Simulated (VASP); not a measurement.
# Si3N4 (P6_3/m) in VASP: a series of runs, part 2 of 2

VASP 6.6.1.

## 3. Electric field gradients, PBE

INCAR reads:

```
SYSTEM = Si3N4
ALGO     = Normal         ! electronic algorithm
EDIFF    = 1E-8           ! SCF threshold, eV
ENCUT    = 520            ! plane-wave cutoff, eV
GGA      = PE             ! functional
GGA_COMPAT= .False.      
ISIF     = 2              ! what is computed and relaxed
ISMEAR   = -1             ! smearing method
LASPH    = .True.         ! aspherical terms in the spheres
LCHARG   = .False.        ! write CHGCAR
LEFG     = .True.       
LREAL    = .False.        ! projectors in reciprocal space
LWAVE    = .False.        ! write WAVECAR
NBANDS   = 45             ! bands
NELM     = 120            ! most SCF steps
PREC     = Accurate       ! precision mode
SIGMA    = 0.02           ! smearing width, eV
```

KPOINTS reads:

```
k-points
0
Gamma
  4 4 10
  0 0 0
```

POSCAR reads:

```
Si3N4
1.0
    7.6018000000      0.0000000000      0.0000000000
   -3.8009000000      6.5833519145      0.0000000000
    0.0000000000      0.0000000000      2.9066000000
Si N
6 8
Direct
    0.1773000000      0.7677000000      0.2500000000
    0.4096000000      0.1773000000      0.7500000000
    0.2323000000      0.4096000000      0.2500000000
    0.8227000000      0.2323000000      0.7500000000
    0.5904000000      0.8227000000      0.2500000000
    0.7677000000      0.5904000000      0.7500000000
    0.3333333333      0.6666666667      0.2500000000
    0.6666666667      0.3333333333      0.7500000000
    0.3337000000      0.0323000000      0.2500000000
    0.3014000000      0.3337000000      0.7500000000
    0.9677000000      0.3014000000      0.2500000000
    0.6663000000      0.9677000000      0.7500000000
    0.6986000000      0.6663000000      0.2500000000
    0.0323000000      0.6986000000      0.7500000000
```

Potentials or basis: VASP PAW PBE potentials, release 64 (Si, N).

The run is started by

```console
cat potpaw_PBE.64/Si/POTCAR potpaw_PBE.64/N/POTCAR > POTCAR
mpirun -np 1 vasp_std > vasp.out
```

OUTCAR:

```text
SYSTEM = Si3N4
   EDIFF = 1E-8
   ENCUT = 520
   GGA = PE
   ISIF = 2
   ISMEAR = -1
   LASPH = .True.
   LREAL = .False.
   NELM = 120
   PREC = Accurate

 ion  position               nearest neighbor table
   1  0.177  0.768  0.250-   7 1.71  14 1.74  14 1.74   9 1.75   5 2.95   3 2.95   6 3.07   6 3.07
                             2 3.07   2 3.07
   2  0.410  0.177  0.750-   8 1.71   9 1.74   9 1.74  10 1.75   4 2.95   6 2.95   3 3.07   3 3.07
                             1 3.07   1 3.07
   3  0.232  0.410  0.250-   7 1.71  10 1.74  10 1.74  11 1.75   1 2.95   5 2.95   4 3.07   4 3.07
                             2 3.07   2 3.07
   4  0.823  0.232  0.750-   8 1.71  11 1.74  11 1.74  12 1.75   2 2.95   6 2.95   3 3.07   3 3.07
                             5 3.07   5 3.07
   5  0.590  0.823  0.250-   7 1.71  12 1.74  12 1.74  13 1.75   1 2.95   3 2.95   6 3.07   6 3.07
                             4 3.07   4 3.07
   6  0.768  0.590  0.750-   8 1.71  13 1.74  13 1.74  14 1.75   4 2.95   2 2.95   1 3.07   1 3.07
                             5 3.07   5 3.07
   7  0.333  0.667  0.250-   1 1.71   5 1.71   3 1.71
   8  0.667  0.333  0.750-   4 1.71   2 1.71   6 1.71
   9  0.334  0.032  0.250-   2 1.74   2 1.74   1 1.75
  10  0.301  0.334  0.750-   3 1.74   3 1.74   2 1.75
  11  0.968  0.301  0.250-   4 1.74   4 1.74   3 1.75
  12  0.666  0.968  0.750-   5 1.74   5 1.74   4 1.75
  13  0.699  0.666  0.250-   6 1.74   6 1.74   5 1.75
  14  0.032  0.699  0.750-   1 1.74   1 1.74   6 1.75

  LATTYP: Found a hexagonal cell.
 ALAT       =     7.6018000000
 C/A-ratio  =     0.3823568102

  Lattice vectors:

 A1 = (   7.6018000000,   0.0000000000,   0.0000000000)
 A2 = (  -3.8009000000,   6.5833519145,   0.0000000000)
 A3 = (   0.0000000000,   0.0000000000,   2.9066000000)

Analysis of symmetry for initial positions (statically):
=====================================================================
 Subroutine PRICEL returns:
 Original cell was already a primitive cell.

 Routine SETGRP: Setting up the symmetry group for a
 hexagonal supercell.

 Subroutine GETGRP returns: Found 12 space group operations
 (whereof  6 operations were pure point group operations)
 out of a pool of 24 trial point group operations.

The static configuration has the point symmetry S_6 .
 The point group associated with its full space group is C_6h.

Analysis of symmetry for dynamics (positions and initial velocities):
=====================================================================
 Subroutine PRICEL returns:
 Original cell was already a primitive cell.

 Routine SETGRP: Setting up the symmetry group for a
 hexagonal supercell.

 Subroutine GETGRP returns: Found 12 space group operations
 (whereof  6 operations were pure point group operations)
 out of a pool of 24 trial point group operations.

The dynamic configuration has the point symmetry S_6 .
 The point group associated with its full space group is C_6h.

 Subroutine INISYM returns: Found 12 space group operations
 (whereof  6 operations are pure point group operations),
 and found     1 'primitive' translations

[... 1303 lines left out ...]
  FORCE on cell =-STRESS in cart. coord.  units (eV):
  Direction    XX          YY          ZZ          XY          YZ          ZX
  --------------------------------------------------------------------------------------
  -------------------------------------------------------------------------------------
  Total        5.9370779      5.9370779      3.8774130      0.0000001      0.0000000      0.0000000
  in kB       65.3934949     65.3934949     42.7074724      0.0000009      0.0000000      0.0000000
  external PRESSURE =      57.8314874 kB  Pullay stress =       0.0000000 kB

 VOLUME and BASIS-vectors are now :
 -----------------------------------------------------------------------------
  energy-cutoff  :      520.00
  volume of cell :      145.46
      direct lattice vectors                 reciprocal lattice vectors
     7.601800000  0.000000000  0.000000000     0.131547791  0.075949153  0.000000000
    -3.800900000  6.583351914  0.000000000     0.000000000  0.151898305  0.000000000
     0.000000000  0.000000000  2.906600000     0.000000000  0.000000000  0.344044588

 POSITION                                       TOTAL-FORCE (eV/Angst)
 -----------------------------------------------------------------------------------
     -1.57015      5.05404      0.72665        -0.831333      0.485952      0.000000
      2.43980      1.16723      2.17995        -0.836513     -0.476980      0.000000
      0.20905      2.69654      0.72665        -0.005180     -0.962931     -0.000000
      5.37105      1.52931      2.17995         0.831333     -0.485952     -0.000000
      1.36110      5.41612      0.72665         0.836513      0.476980     -0.000000
      3.59185      3.88681      2.17995         0.005180      0.962931      0.000000
     -0.00000      4.38890      0.72665         0.000000      0.000000      0.000000
      3.80090      2.19445      2.17995         0.000000      0.000000      0.000000
      2.41395      0.21264      0.72665        -0.105330     -0.219815     -0.000000
      1.02282      2.19686      2.17995         0.137700     -0.201126      0.000000
      6.21067      1.98422      0.72665         0.243031      0.018689      0.000000
      1.38695      6.37071      2.17995         0.105330      0.219815      0.000000
      2.77808      4.38649      0.72665        -0.137700      0.201126     -0.000000
     -2.40977      4.59913      2.17995        -0.243031     -0.018689     -0.000000
 -----------------------------------------------------------------------------------
    total drift:                               -0.000000      0.000000      0.000000

  FREE ENERGIE OF THE ION-ELECTRON SYSTEM (eV)
  ---------------------------------------------------
  free  energy   TOTEN  =      -114.4068027422 eV

  energy  without entropy=     -114.4068027422  energy(sigma->0) =     -114.40680274

 Electric field gradients (V/A^2)
---------------------------------------------------------------------
 ion       V_xx      V_yy      V_zz      V_xy      V_xz      V_yz
---------------------------------------------------------------------
   1      -8.090    10.975    -2.885     8.525    -0.000     0.000
   2      -1.174     4.059    -2.885   -12.518     0.000    -0.000
   3      13.592   -10.707    -2.885     3.993    -0.000     0.000
   4      -8.090    10.975    -2.885     8.525     0.000    -0.000
   5      -1.174     4.059    -2.885   -12.518    -0.000     0.000
   6      13.592   -10.707    -2.885     3.993     0.000    -0.000
   7      21.214    21.215   -42.429     0.001     0.000    -0.000
   8      21.214    21.215   -42.429     0.001    -0.000     0.000
   9     -48.039    23.328    24.711     1.236    -0.000     0.000
  10       4.416   -29.127    24.712   -31.520     0.000     0.000
  11       6.555   -31.267    24.712    30.285     0.000    -0.000
  12     -48.039    23.328    24.711     1.236    -0.000    -0.000
  13       4.416   -29.127    24.712   -31.520     0.000    -0.000
  14       6.555   -31.267    24.712    30.285    -0.000     0.000
---------------------------------------------------------------------

 Electric field gradients after diagonalization (V/A^2)
 (convention: |V_zz| > |V_xx| > |V_yy|)
----------------------------------------------------------------------
 ion       V_xx      V_yy      V_zz     asymmetry (V_yy - V_xx)/ V_zz
----------------------------------------------------------------------
   1     -11.346    -2.885    14.231       0.595
   2     -11.346    -2.885    14.231       0.595
   3     -11.346    -2.885    14.231       0.595
   4     -11.346    -2.885    14.231       0.595
   5     -11.346    -2.885    14.231       0.595
   6     -11.346    -2.885    14.231       0.595
   7      21.215    21.214   -42.429       0.000
   8      21.215    21.214   -42.429       0.000
   9      24.711    23.349   -48.061       0.028
  10      24.712    23.348   -48.060       0.028
  11      24.712    23.349   -48.061       0.028
  12      24.711    23.349   -48.061       0.028
  13      24.712    23.348   -48.060       0.028
  14      24.712    23.349   -48.061       0.028
----------------------------------------------------------------------

           NMR quadrupolar parameters

 Cq : quadrupolar parameter    Cq=e*Q*V_zz/h
 eta: asymmetry parameters     (V_yy - V_xx)/ V_zz
 Q  : nuclear electric quadrupole moment in mb (millibarn)
----------------------------------------------------------------------
 ion       Cq(MHz)       eta       Q (mb)
----------------------------------------------------------------------
   1       0.034       0.595       1.000
   2       0.034       0.595       1.000
   3       0.034       0.595       1.000
   4       0.034       0.595       1.000
   5       0.034       0.595       1.000
   6       0.034       0.595       1.000
   7      -0.103       0.000       1.000
   8      -0.103       0.000       1.000
   9      -0.116       0.028       1.000
  10      -0.116       0.028       1.000
  11      -0.116       0.028       1.000
  12      -0.116       0.028       1.000
  13      -0.116       0.028       1.000
  14      -0.116       0.028       1.000
----------------------------------------------------------------------
```

It took 4.2 min on 1 thread of Intel Xeon Platinum 8488C (Sapphire Rapids), shared host; peak memory 0.32 GiB.

Results:

| Item | Value |
| --- | --- |
| Free energy | -114.4068 eV |
| Pressure | 5.8 GPa |
| Largest force | 0.963 eV/Å |
| Band gap on the k mesh | 4.34 eV (least direct gap 4.66 eV) |
| Largest electric field gradient by atom | Si +14.2; N -42.4, -48.1 (each value once) V/Å² |

Forces in eV/Å, atoms in the order of the input:
```
Si  -0.831  0.486  0.000
Si  -0.837 -0.477  0.000
Si  -0.005 -0.963  0.000
Si   0.831 -0.486  0.000
Si   0.837  0.477  0.000
Si   0.005  0.963  0.000
N    0.000  0.000  0.000
N    0.000  0.000  0.000
N   -0.105 -0.220  0.000
N    0.138 -0.201  0.000
N    0.243  0.019  0.000
N    0.105  0.220  0.000
N   -0.138  0.201  0.000
N   -0.243 -0.019  0.000
```

Stress tensor (GPa, compression positive):
```
6.54 0.00 0.00
0.00 6.54 0.00
0.00 0.00 4.27
```

Levels at points of the mesh, in eV from the valence-band top:
| k point | band 30 | band 31 | band 32 | band 33 | band 34 | band 35 |
| --- | --- | --- | --- | --- | --- | --- |
| (0.00, 0.00, 0.00) | -0.74 | -0.47 | -0.33 | 4.34 | 4.80 | 4.96 |
| (0.50, 0.00, 0.00) | -0.73 | -0.60 | -0.53 | 4.62 | 4.74 | 4.89 |
| (0.00, 0.00, 0.50) | -1.60 | -1.36 | -1.36 | 4.67 | 4.67 | 4.67 |
| (0.50, 0.00, 0.50) | -1.48 | -1.05 | -1.05 | 4.73 | 4.73 | 5.84 |

Electric field gradients, principal values (V/Å²):
```
atom   least   middle  greatest (by size)
1 Si  -2.885  -11.346              14.231
2 Si  -2.885  -11.346              14.231
3 Si  -2.885  -11.346              14.231
4 Si  -2.885  -11.346              14.231
5 Si  -2.885  -11.346              14.231
6 Si  -2.885  -11.346              14.231
 7 N  21.214   21.215             -42.429
 8 N  21.214   21.215             -42.429
 9 N  23.349   24.711             -48.061
10 N  23.348   24.712             -48.060
11 N  23.349   24.712             -48.061
12 N  23.349   24.711             -48.061
13 N  23.348   24.712             -48.060
14 N  23.349   24.712             -48.061
```

Caveat: the cell stands under pressure; without QUAD_EFG the Cq values of the log hold for a quadrupole moment of 1 mb, not for the nuclei. A k mesh can miss the band edges.

## 4. Electric field gradients, PBE

INCAR reads:

```
  PREC = Accurate
  ENCUT = 520
  EDIFF = 1E-8
  ISMEAR = -1
  SIGMA = 0.02
  LREAL = False
  LASPH = True
  NELM = 120
  ALGO = Normal
  ISIF = 2
  LWAVE = False
  LCHARG = False
  GGA = PE
  LEFG = True
  NBANDS = 45
  GGA_COMPAT = False
```

KPOINTS reads:

```
Automatic mesh
0
Gamma
  4 4 10
```

POSCAR is that of step 3.

Potentials or basis: VASP PAW PBE potentials, release 64 (Si, N).

The run is started by

```console
cat potpaw_PBE.64/Si/POTCAR potpaw_PBE.64/N/POTCAR > POTCAR
mpirun -np 1 vasp_std > vasp.out
```

OUTCAR:

```text
PREC = Accurate
   ENCUT = 520
   EDIFF = 1E-8
   ISMEAR = -1
   LREAL = False
   LASPH = True
   NELM = 120
   ISIF = 2
   GGA = PE

 ion  position               nearest neighbor table
   1  0.177  0.768  0.250-   7 1.71  14 1.74  14 1.74   9 1.75   5 2.95   3 2.95   6 3.07   6 3.07
                             2 3.07   2 3.07
   2  0.410  0.177  0.750-   8 1.71   9 1.74   9 1.74  10 1.75   4 2.95   6 2.95   3 3.07   3 3.07
                             1 3.07   1 3.07
   3  0.232  0.410  0.250-   7 1.71  10 1.74  10 1.74  11 1.75   1 2.95   5 2.95   4 3.07   4 3.07
                             2 3.07   2 3.07
   4  0.823  0.232  0.750-   8 1.71  11 1.74  11 1.74  12 1.75   2 2.95   6 2.95   3 3.07   3 3.07
                             5 3.07   5 3.07
   5  0.590  0.823  0.250-   7 1.71  12 1.74  12 1.74  13 1.75   1 2.95   3 2.95   6 3.07   6 3.07
                             4 3.07   4 3.07
   6  0.768  0.590  0.750-   8 1.71  13 1.74  13 1.74  14 1.75   4 2.95   2 2.95   1 3.07   1 3.07
                             5 3.07   5 3.07
   7  0.333  0.667  0.250-   1 1.71   5 1.71   3 1.71
   8  0.667  0.333  0.750-   4 1.71   2 1.71   6 1.71
   9  0.334  0.032  0.250-   2 1.74   2 1.74   1 1.75
  10  0.301  0.334  0.750-   3 1.74   3 1.74   2 1.75
  11  0.968  0.301  0.250-   4 1.74   4 1.74   3 1.75
  12  0.666  0.968  0.750-   5 1.74   5 1.74   4 1.75
  13  0.699  0.666  0.250-   6 1.74   6 1.74   5 1.75
  14  0.032  0.699  0.750-   1 1.74   1 1.74   6 1.75

  LATTYP: Found a hexagonal cell.
 ALAT       =     7.6018000000
 C/A-ratio  =     0.3823568102

  Lattice vectors:

[... 1399 lines left out ...]
  13       4.416   -29.127    24.712   -31.520     0.000    -0.000
  14       6.555   -31.267    24.712    30.285    -0.000     0.000
---------------------------------------------------------------------

 Electric field gradients after diagonalization (V/A^2)
 (convention: |V_zz| > |V_xx| > |V_yy|)
----------------------------------------------------------------------
 ion       V_xx      V_yy      V_zz     asymmetry (V_yy - V_xx)/ V_zz
----------------------------------------------------------------------
   1     -11.346    -2.885    14.231       0.595
   2     -11.346    -2.885    14.231       0.595
   3     -11.346    -2.885    14.231       0.595
   4     -11.346    -2.885    14.231       0.595
   5     -11.346    -2.885    14.231       0.595
   6     -11.346    -2.885    14.231       0.595
   7      21.215    21.214   -42.429       0.000
   8      21.215    21.214   -42.429       0.000
   9      24.711    23.349   -48.061       0.028
  10      24.712    23.348   -48.060       0.028
  11      24.712    23.349   -48.061       0.028
  12      24.711    23.349   -48.061       0.028
  13      24.712    23.348   -48.060       0.028
  14      24.712    23.349   -48.061       0.028
----------------------------------------------------------------------

           NMR quadrupolar parameters

 Cq : quadrupolar parameter    Cq=e*Q*V_zz/h
 eta: asymmetry parameters     (V_yy - V_xx)/ V_zz
 Q  : nuclear electric quadrupole moment in mb (millibarn)
----------------------------------------------------------------------
 ion       Cq(MHz)       eta       Q (mb)
----------------------------------------------------------------------
   1       0.034       0.595       1.000
   2       0.034       0.595       1.000
   3       0.034       0.595       1.000
   4       0.034       0.595       1.000
   5       0.034       0.595       1.000
   6       0.034       0.595       1.000
   7      -0.103       0.000       1.000
   8      -0.103       0.000       1.000
   9      -0.116       0.028       1.000
  10      -0.116       0.028       1.000
  11      -0.116       0.028       1.000
  12      -0.116       0.028       1.000
  13      -0.116       0.028       1.000
  14      -0.116       0.028       1.000
----------------------------------------------------------------------
```

stdout:

```text
POSCAR found type information on POSCAR SiN
 POSCAR found :  2 types and      14 ions
 scaLAPACK will be used
 LDA part: xc-table for (Slater+PW92), standard interpolation
 POSCAR, INCAR and KPOINTS ok, starting setup
 FFT: planning ... GRIDC
 FFT: planning ... GRID_SOFT
 FFT: planning ... GRID
 WAVECAR not read
 entering main loop
ion   1

ion   2

ion   3

ion   4

ion   5

ion   6

ion   7

ion   8

ion   9

ion  10

ion  11

ion  12

ion  13

ion  14
```

Run time: 3.9 min. Hardware: 1 thread of Intel Xeon Platinum 8488C (Sapphire Rapids), shared host; peak memory 0.32 GiB.

Results:

```
Free energy                             : -114.4068 eV
Pressure                                : 5.8 GPa
Largest force                           : 0.963 eV/Å
Band gap on the k mesh                  : 4.34 eV (least direct gap 4.66 eV)
Largest electric field gradient by atom : Si +14.2; N -42.4, -48.1 (each value once) V/Å²
```

Forces in eV/Å, atoms in the order of the input:
```
Si  -0.831  0.486  0.000
Si  -0.837 -0.477  0.000
Si  -0.005 -0.963  0.000
Si   0.831 -0.486  0.000
Si   0.837  0.477  0.000
Si   0.005  0.963  0.000
N    0.000  0.000  0.000
N    0.000  0.000  0.000
N   -0.105 -0.220  0.000
N    0.138 -0.201  0.000
N    0.243  0.019  0.000
N    0.105  0.220  0.000
N   -0.138  0.201  0.000
N   -0.243 -0.019  0.000
```

Levels at points of the mesh, in eV from the valence-band top:
```csv
k point,band 29,band 30,band 31,band 32,band 33,band 34,band 35,band 36
"(0.00, 0.00, 0.00)",-1.36,-0.74,-0.47,-0.33,4.34,4.80,4.96,4.96
"(0.50, 0.00, 0.00)",-1.30,-0.73,-0.60,-0.53,4.62,4.74,4.89,5.32
"(0.00, 0.00, 0.50)",-1.60,-1.60,-1.36,-1.36,4.67,4.67,4.67,4.67
"(0.50, 0.00, 0.50)",-1.48,-1.48,-1.05,-1.05,4.73,4.73,5.84,5.84
```

Electric field gradients, principal values (V/Å²):
| atom | least | middle | greatest (by size) |
| --- | --- | --- | --- |
| 1 Si | -2.885 | -11.346 | 14.231 |
| 2 Si | -2.885 | -11.346 | 14.231 |
| 3 Si | -2.885 | -11.346 | 14.231 |
| 4 Si | -2.885 | -11.346 | 14.231 |
| 5 Si | -2.885 | -11.346 | 14.231 |
| 6 Si | -2.885 | -11.346 | 14.231 |
| 7 N | 21.214 | 21.215 | -42.429 |
| 8 N | 21.214 | 21.215 | -42.429 |
| 9 N | 23.349 | 24.711 | -48.061 |
| 10 N | 23.348 | 24.712 | -48.060 |
| 11 N | 23.349 | 24.712 | -48.061 |
| 12 N | 23.349 | 24.711 | -48.061 |
| 13 N | 23.348 | 24.712 | -48.060 |
| 14 N | 23.349 | 24.712 | -48.061 |

Caveat: the cell stands under pressure; without QUAD_EFG the Cq values of the log hold for a quadrupole moment of 1 mb, not for the nuclei. A k mesh can miss the band edges.
